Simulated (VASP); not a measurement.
A run of VASP 6.6.1 is set up as follows.

The input INCAR:

```
SYSTEM = Sn
ALGO     = Normal         ! electronic algorithm
EDIFF    = 1E-6           ! SCF threshold, eV
ENCUT    = 480            ! plane-wave cutoff, eV
GGA_COMPAT= .FALSE.      
ISMEAR   = -5             ! smearing method
KPAR     = 2            
LASPH    = .TRUE.         ! aspherical terms in the spheres
LCHARG   = .FALSE.        ! write CHGCAR
LMIXTAU  = .TRUE.       
LORBIT   = 11             ! projections on sites
LREAL    = .FALSE.        ! projectors in reciprocal space
LWAVE    = .FALSE.        ! write WAVECAR
METAGGA  = R2SCAN         ! meta-GGA
NBANDS   = 30             ! bands
NEDOS    = 4001           ! points of the DOS
NELM     = 120            ! most SCF steps
PREC     = Accurate       ! precision mode
```

KPOINTS

```
Automatic mesh
0
Gamma
  22 22 22
  0 0 0
```

POSCAR

```
Sn
1.0
    0.0000000000      3.2333428000      3.2333428000
    3.2333428000      0.0000000000      3.2333428000
    3.2333428000      3.2333428000      0.0000000000
Sn
2
Direct
    0.7500000000      0.7500000000      0.7500000000
    0.5000000000      0.5000000000      0.5000000000
```

Potentials or basis: VASP PAW PBE potentials, release 64 (Sn_d).

Command:

```sh
$ cat potpaw_PBE.64/Sn_d/POTCAR > POTCAR
$ mpirun -np 2 vasp_std > vasp.out
```

(1) Estimate the pressure.

(2) Predict the density of states at the Fermi level.

## Answers

(1) 2.2 GPa.

(2) 0.00 states/eV/atom.

Caveat: the PAW data sets were made with another functional, which shifts forces and pressure a little; spin-orbit coupling is left out, which moves the levels of the heavy elements; tetrahedron occupations give inexact forces and stress in metals.
